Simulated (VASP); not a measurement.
Write the native input for VASP 6.6.1 that does the following.

| Property | Result |
| --- | --- |
| Task | single point |
| Functional | RPBE |
| Dispersion | D3(BJ) |
| Potentials or basis | VASP PAW PBE potentials, release 64 (W_sv) |
| Cutoff | 500 eV |
| k mesh | 9 × 9 × 9 |
| Occupations | fermi-dirac, width 0.1 eV |
| Spin | no spin polarisation |
| Dipole correction | no |
| Further INCAR settings | ALGO = Normal; EDIFF = 1e-06; NBANDS = 13 |

The structure of W lies in POSCAR:

```
W
1.0
    2.4467406157      0.0000000000      0.0000000000
    0.0000000000      2.4467406157      0.0000000000
    0.0000000000      0.0000000000      2.4467406157
W
1
Direct
    0.0000000000      0.0000000000      0.0000000000
```

The input as run:

INCAR

```
ALGO = Normal
EDIFF = 1E-6
ENCUT = 500
GGA = RP
GGA_COMPAT = F
ISIF = 2
ISMEAR = -1
IVDW = 12
LASPH = T
LCHARG = T
LELF = T
LREAL = F
LVHAR = T
LWAVE = F
NBANDS = 13
NELM = 120
PREC = Accurate
SIGMA = 0.1
```

KPOINTS

```
k-points
0
Gamma
  9 9 9
```

Potentials or basis: VASP PAW PBE potentials, release 64 (W_sv).

Command:

```sh
$ cat potpaw_PBE.64/W_sv/POTCAR > POTCAR
$ mpirun -np 1 vasp_std > vasp.out
```

It gave:

```json
{
 "Pressure": "22.5 GPa",
 "Band gap on the k mesh": "zero (band 7 reaches 14.78 eV, above the bottom of band 8 at 12.16 eV)",
 "Dispersion energy per atom": "-5.047 eV"
}
```

Caveat: the PAW data sets were made with another functional, which shifts forces and pressure a little; spin-orbit coupling is left out, which moves the levels of the heavy elements; pairwise dispersion overbinds metals, which lowers pressure and volume.

Run time: 2.4 s on 1 thread of Intel(R) Xeon(R) 6975P-C (Granite Rapids) (shared host), peak memory 0.12 GiB.
